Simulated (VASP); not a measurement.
# TiAl3 (P6_3/mmc) in VASP: relaxation of cell and atoms with PBE

Aim: the relaxation of cell and atoms of TiAl3 with PBE.

Program: VASP 6.6.1. These are calculated values, not measurements. Logs are shortened: lines on timing, memory, paths and dates and some standing lists are left out, and cuts for length are marked.

## (1) The cell of the first run

It takes space group P6_3/mmc (No. 194, hexagonal). Conventional cell: a = 5.564 Å, b = 5.564 Å, c = 4.747 Å, α = 90.00°, β = 90.00°, γ = 120.00°. Within 3.7 Å of Ti (site symmetry -6m2) lie 12 Al at 2.78 to 2.87 Å. Within 3.7 Å of Al (site symmetry mm2) lie 8 Al at 2.78 to 2.87 Å and 4 Ti at 2.78 to 2.87 Å.

## (2) Relaxation of cell and atoms, PBE

The input, INCAR:

```
SYSTEM = TiAl3
  PREC = Accurate
  ENCUT = 600
  EDIFF = 1E-7
  ISMEAR = 0
  SIGMA = 0.1
  LREAL = .FALSE.
  LASPH = .TRUE.
  NELM = 60
  ALGO = Fast
  ISIF = 3
  LWAVE = .FALSE.
  LCHARG = .FALSE.
  GGA = PE
  IBRION = 2
  NSW = 100
  EDIFFG = -0.01
```

The input, KPOINTS:

```
regular mesh
0
G
  9 9 8
  0 0 0
```

The input, POSCAR:

```
TiAl3
1.0
    5.5638336229      0.0000000000      0.0000000000
   -2.7819168115      4.8184212599      0.0000000000
    0.0000000000      0.0000000000      4.7465635107
Ti Al
2 6
Direct
    0.3333333333      0.6666666667      0.7500000000
    0.6666666667      0.3333333333      0.2500000000
    0.8334178410      0.6668356820      0.7500000000
    0.1665821590      0.3331643180      0.2500000000
    0.3331643180      0.1665821590      0.7500000000
    0.6668356820      0.8334178410      0.2500000000
    0.1665821590      0.8334178410      0.2500000000
    0.8334178410      0.1665821590      0.7500000000
```

Potentials or basis: VASP PAW PBE potentials, release 64 (Ti_sv, Al).

On the command line:

```
cat potpaw_PBE.64/Ti_sv/POTCAR potpaw_PBE.64/Al/POTCAR > POTCAR
mpirun -np 1 vasp_std > vasp.out
```

OUTCAR:

```text
SYSTEM = TiAl3
   PREC = Accurate
   ENCUT = 600
   EDIFF = 1E-7
   ISMEAR = 0
   LREAL = .FALSE.
   LASPH = .TRUE.
   NELM = 60
   ISIF = 3
   GGA = PE
   IBRION = 2
   NSW = 100
   EDIFFG = -0.01

 ion  position               nearest neighbor table
   1  0.333  0.667  0.750-   3 2.78   5 2.78   8 2.78   8 2.78   3 2.78   5 2.78   7 2.87   7 2.87
                             6 2.87   6 2.87   4 2.87   4 2.87
   2  0.667  0.333  0.250-   4 2.78   6 2.78   7 2.78   7 2.78   4 2.78   6 2.78   8 2.87   8 2.87
                             5 2.87   5 2.87   3 2.87   3 2.87
   3  0.833  0.667  0.750-   5 2.78   8 2.78   1 2.78   1 2.78   5 2.78   8 2.78   7 2.87   7 2.87
                             6 2.87   6 2.87   2 2.87   2 2.87
   4  0.167  0.333  0.250-   6 2.78   7 2.78   2 2.78   2 2.78   6 2.78   7 2.78   8 2.87   8 2.87
                             5 2.87   5 2.87   1 2.87   1 2.87
   5  0.333  0.167  0.750-   8 2.78   3 2.78   1 2.78   1 2.78   8 2.78   3 2.78   4 2.87   4 2.87
                             7 2.87   7 2.87   2 2.87   2 2.87
   6  0.667  0.833  0.250-   7 2.78   4 2.78   2 2.78   2 2.78   7 2.78   4 2.78   3 2.87   3 2.87
                             8 2.87   8 2.87   1 2.87   1 2.87
   7  0.167  0.833  0.250-   6 2.78   4 2.78   2 2.78   2 2.78   6 2.78   4 2.78   3 2.87   3 2.87
                             5 2.87   5 2.87   1 2.87   1 2.87
   8  0.833  0.167  0.750-   5 2.78   3 2.78   1 2.78   1 2.78   5 2.78   3 2.78   4 2.87   4 2.87
                             6 2.87   6 2.87   2 2.87   2 2.87

  LATTYP: Found a hexagonal cell.
 ALAT       =     5.5638336229
 C/A-ratio  =     0.8531102532

  Lattice vectors:

 A1 = (   5.5638336229,   0.0000000000,   0.0000000000)
 A2 = (  -2.7819168115,   4.8184212599,   0.0000000000)
 A3 = (   0.0000000000,   0.0000000000,   4.7465635107)

Analysis of symmetry for initial positions (statically):
=====================================================================
 Subroutine PRICEL returns:
 Original cell was already a primitive cell.

 Routine SETGRP: Setting up the symmetry group for a
 hexagonal supercell.

 Subroutine GETGRP returns: Found 24 space group operations
 (whereof 12 operations were pure point group operations)
 out of a pool of 24 trial point group operations.

The static configuration has the point symmetry D_3d.
 The point group associated with its full space group is D_6h.

Analysis of symmetry for dynamics (positions and initial velocities):
=====================================================================
 Subroutine PRICEL returns:
 Original cell was already a primitive cell.

 Routine SETGRP: Setting up the symmetry group for a
 hexagonal supercell.

 Subroutine GETGRP returns: Found 24 space group operations
 (whereof 12 operations were pure point group operations)
 out of a pool of 24 trial point group operations.

The dynamic configuration has the point symmetry D_3d.
 The point group associated with its full space group is D_6h.

 Subroutine INISYM returns: Found 24 space group operations
 (whereof 12 operations are pure point group operations),
 and found     1 'primitive' translations

----------------------------------------------------------------------------------------

                                     Primitive cell

  volume of cell :     127.2501

  direct lattice vectors                    reciprocal lattice vectors
     5.563833623  0.000000000  0.000000000     0.179732190  0.103768428  0.000000000
    -2.781916811  4.818421260  0.000000000     0.000000000  0.207536856  0.000000000
     0.000000000  0.000000000  4.746563511     0.000000000  0.000000000  0.210678736

  length of vectors
     5.563833623  5.563833623  4.746563511     0.207536856  0.207536856  0.210678736

  position of ions in fractional coordinates (direct lattice)
     0.333333333  0.666666667  0.750000000
     0.666666667  0.333333333  0.250000000
     0.833417841  0.666835682  0.750000000
     0.166582159  0.333164318  0.250000000
     0.333164318  0.166582159  0.750000000
     0.666835682  0.833417841  0.250000000
     0.166582159  0.833417841  0.250000000
     0.833417841  0.166582159  0.750000000

  ion indices of the primitive-cell ions
   primitive index   ion index
                 1           1
                 2           2
                 3           3
                 4           4
                 5           5
                 6           6
                 7           7
                 8           8

----------------------------------------------------------------------------------------

 KPOINTS: regular mesh

Automatic generation of k-mesh.
 Grid dimensions read from file:
 generate k-points for:    9    9    8

 Generating k-lattice:

  Cartesian coordinates                     Fractional coordinates (reciprocal lattice)
     0.019970243  0.011529825  0.000000000     0.111111111  0.000000000  0.000000000
     0.000000000  0.023059651  0.000000000     0.000000000  0.111111111  0.000000000
     0.000000000  0.000000000  0.026334842     0.000000000  0.000000000  0.125000000

  Length of vectors
     0.023059651  0.023059651  0.026334842

  Shift w.r.t. Gamma in fractional coordinates (k-lattice)
     0.000000000  0.000000000  0.000000000

 Subroutine IBZKPT returns following result:
 ===========================================

 Found     60 irreducible k-points:

 Following reciprocal coordinates:
            Coordinates               Weight
  0.000000  0.000000  0.000000      1.000000
  0.111111  0.000000  0.000000      6.000000
  0.222222 -0.000000  0.000000      6.000000
  0.333333  0.000000  0.000000      6.000000
  0.444444 -0.000000  0.000000      6.000000
  0.111111  0.111111  0.000000      6.000000
[... 16 lines left out ...]
  0.333333  0.222222  0.125000     24.000000
  0.333333  0.333333  0.125000      4.000000
 [... further k-points ...]
   k-points           NKPTS =     60   k-points in BZ     NKDIM =     60   number of bands    NBANDS=     26
   number of dos      NEDOS =    301   number of ions     NIONS =      8
   total plane-waves  NPLWV =  92160
   dimension x,y,z NGX =    48 NGY =   48 NGZ =   40
   dimension x,y,z NGXF=    96 NGYF=   96 NGZF=   80
   ions per type =               2   6
   NGX,Y,Z   is equivalent  to a cutoff of  14.34, 14.34, 14.01 a.u.
   NGXF,Y,Z  is equivalent  to a cutoff of  28.68, 28.68, 28.02 a.u.
 SYSTEM =  TiAl3
   PREC   = accura    normal or accurate (medium, high low for compatibility)
   ISTART =      0    job   : 0-new  1-cont  2-samecut
   ICHARG =      2    charge: 1-file 2-atom 10-const
   ISPIN  =      1    spin polarized calculation?
   LNONCOLLINEAR =      F non collinear calculations
   LSORBIT =      F    spin-orbit coupling
   LASPH  =      T    aspherical Exc in radial PAW
   ENCUT  =  600.0 eV  44.10 Ry    6.64 a.u.  11.11 11.11  9.48*2*pi/ulx,y,z
   NELM   =     60;   NELMIN=  2; NELMDL= -5     # of ELM steps
   EDIFF  = 0.1E-06   stopping-criterion for ELM
   LREAL  =      F    real-space projection
   EDIFFG = -.1E-01   stopping-criterion for IOM
   NSW    =    100    number of steps for IOM
   IBRION =      2    ionic relax: 0-MD 1-quasi-New 2-CG
   NFREE  =      1    steps in history (QN), initial steepest desc. (CG)
   ISIF   =      3    stress and relaxation
   ISYM   =      2    0-nonsym 1-usesym 2-fastsym
   POTIM  = 0.5000    time-step for ionic-motion
   TEBEG  =    0.0;   TEEND  =   0.0 temperature during run
   PSTRESS=    0.0 pullay stress
   NELECT =      42.0000    total number of electrons
   NUPDOWN=      -1.0000    fix difference up-down
   EMIN   =  10.00;   EMAX   =-10.00  energy-range for DOS
   EFERMI =   0.00;   METHOD = LEGACY
   ISMEAR =     0;   SIGMA  =   0.10  broadening in eV -4-tet -1-fermi 0-gaus
   EFERMI_NEDOS =   21; number of points for ismear=-14 and -15
   IALGO  =     68    algorithm
   IMIX   =      4    mixing-type and parameters
     AMIX     =   0.40;   BMIX     =  1.00
     AMIX_MAG =   1.60;   BMIX_MAG =  1.00
  volume/ion in A,a.u.               =      15.91       107.34
  Fermi-wavevector in a.u.,A,eV,Ry     =   1.131371  2.137982 17.415474  1.280001
  Thomas-Fermi vector in A             =   2.268070
   LORBIT       =      0    0 simple, 1 ext, 2 COOP (PROOUT), +10 PAW based schemes
   GGA     = PE    functional components
   LHFCALC =     F    Hartree Fock is set to
   AEXX    =    0.0000 exact exchange contribution
   IVDW    =     0    specifies the selected vdW correction
   LEPSILON=     F    determine dielectric tensor
   LRPA    =     F    only Hartree local field effects (RPA)
 conjugate gradient relaxation of ions
 non-spin polarized calculation
 RMM-DIIS sequential band-by-band and
 Gauss-broadening in eV      SIGMA  =   0.10
  energy-cutoff  :      600.00
  volume of cell :      127.25
 maximum number of plane-waves:      4273
 NGX is ok and might be reduce to    48
   NGX = 23   NGY = 23   NGZ = 19

--------------------------------------- Ionic step        1  -------------------------------------------

 number of electron      41.9999996 magnetization

 Free energy of the ion-electron system (eV)
  ---------------------------------------------------
  ext. energy  EPLUGINS =         0.00000000
  ---------------------------------------------------
  free energy    TOTEN  =       -40.69854304 eV

  energy without entropy =      -40.67210397  energy(sigma->0) =      -40.68532351

------------------------ aborting loop EDIFF was not reached (unconverged)  ----------------------------

  FORCE on cell =-STRESS in cart. coord.  units (eV):
  Direction    XX          YY          ZZ          XY          YZ          ZX
  --------------------------------------------------------------------------------------
  -------------------------------------------------------------------------------------
  Total        0.1569235      0.1569235     -0.4783057     -0.0000000     -0.0000000     -0.0000000
  in kB        1.9757887      1.9757887     -6.0222386     -0.0000000     -0.0000000     -0.0000000
  external PRESSURE =      -0.6902204 kB  Pullay stress =       0.0000000 kB

 VOLUME and BASIS-vectors are now :
 -----------------------------------------------------------------------------
  energy-cutoff  :      600.00
  volume of cell :      127.25
      direct lattice vectors                 reciprocal lattice vectors
     5.563833623  0.000000000  0.000000000     0.179732190  0.103768428  0.000000000
    -2.781916811  4.818421260  0.000000000     0.000000000  0.207536856  0.000000000
     0.000000000  0.000000000  4.746563511     0.000000000  0.000000000  0.210678736
[... 102 lines left out ...]
  energy  without entropy=      -40.6772407171  energy(sigma->0) =      -40.68964598

--------------------------------------- Ionic step        4  -------------------------------------------

 number of electron      41.9999994 magnetization

 Free energy of the ion-electron system (eV)
  ---------------------------------------------------
  ext. energy  EPLUGINS =         0.00000000
  ---------------------------------------------------
  free energy    TOTEN  =       -40.70208379 eV

  energy without entropy =      -40.67755665  energy(sigma->0) =      -40.68982022

 E-fermi :   8.7324     XC(G=0): -10.7305

 val. band max:        8.7302409743   @ k =   0.2222   0.2222   0.2500
 cond. band min:       8.7358031068   @ k =   0.4444  -0.0000   0.0000
 fundamental gap:      0.0055621325
 Fermi energy:         8.7324224971

 k-point     1 :       0.0000    0.0000    0.0000
  band No.  band energies     occupation
      1     -48.1746      2.00000
      2     -48.1727      2.00000
      3     -24.5074      2.00000
      4     -24.5074      2.00000
      5     -24.4944      2.00000
      6     -24.4944      2.00000
[... 685 lines left out ...]
     25       9.8541      0.00000
     26       9.8632      0.00000

 [... further k-points ...]
[... 5 lines left out ...]
  --------------------------------------------------------------------------------------
  -------------------------------------------------------------------------------------
  Total        0.0169685      0.0169685      0.0571679     -0.0000000      0.0000000      0.0000000
  in kB        0.2141559      0.2141559      0.7215038     -0.0000000      0.0000000      0.0000000
  external PRESSURE =       0.3832719 kB  Pullay stress =       0.0000000 kB
[... 23 lines left out ...]
  FREE ENERGIE OF THE ION-ELECTRON SYSTEM (eV)
  ---------------------------------------------------
  free  energy   TOTEN  =       -40.7020837853 eV

  energy  without entropy=      -40.6775566458  energy(sigma->0) =      -40.68982022

 reached required accuracy - stopping structural energy minimisation
```

It took 43 min on 1 thread of Oxide Virtual Turin-like, shared host; peak memory 0.41 GiB.

Results:

| Property | Result |
| --- | --- |
| Free energy | -40.7021 eV |
| Relaxed volume | 15.87 Å³/atom |
| Relaxed cell | a = 5.576 Å, b = 5.576 Å, c = 4.714 Å, α = 90.00°, β = 90.00°, γ = 120.00° |
| Space group after relaxing (to 0.05 Å) | P6_3/mmc (No. 194) |
| Energy gained by relaxing | 0.4 meV/atom |
| Ionic steps | 4 |
| Pressure after relaxing | 0.0 GPa |
| Largest force after relaxing | 0.007 eV/Å |
| Band gap on the k mesh | zero (band 21 reaches 9.07 eV, above the bottom of band 22 at 7.94 eV) |

Forces on the atoms (eV/Å):
```
Ti   0.000  0.000  0.000
Ti   0.000  0.000  0.000
Al   0.000  0.007  0.000
Al   0.000 -0.007  0.000
Al  -0.006 -0.003  0.000
Al   0.006  0.003  0.000
Al  -0.006  0.003  0.000
Al   0.006 -0.003  0.000
```

Step by step:
| step | energy change (eV) | largest force (eV/Å) | pressure (GPa) | volume (Å³) |
| --- | --- | --- | --- | --- |
| 1 | 0.0000 | 0.0659 | -0.07 | 127.25 |
| 2 | -0.0024 | 0.0412 | -0.04 | 127.12 |
| 3 | -0.0035 | 0.0125 | 0.02 | 126.98 |
| 4 | -0.0035 | 0.0066 | 0.04 | 126.95 |

Final structure:
```cif
data_structure
_symmetry_space_group_name_H-M 'P 1'
_symmetry_Int_Tables_number 1
_cell_length_a 5.5763
_cell_length_b 5.5763
_cell_length_c 4.7141
_cell_angle_alpha 90.000
_cell_angle_beta 90.000
_cell_angle_gamma 120.000
_cell_volume 126.95
loop_
_atom_site_label
_atom_site_type_symbol
_atom_site_fract_x
_atom_site_fract_y
_atom_site_fract_z
_atom_site_occupancy
Ti1 Ti 0.33333 0.66667 0.75000 1
Ti2 Ti 0.66667 0.33333 0.25000 1
Al1 Al 0.83420 0.66840 0.75000 1
Al2 Al 0.16580 0.33160 0.25000 1
Al3 Al 0.33160 0.16580 0.75000 1
Al4 Al 0.66840 0.83420 0.25000 1
Al5 Al 0.16580 0.83420 0.25000 1
Al6 Al 0.83420 0.16580 0.75000 1
```
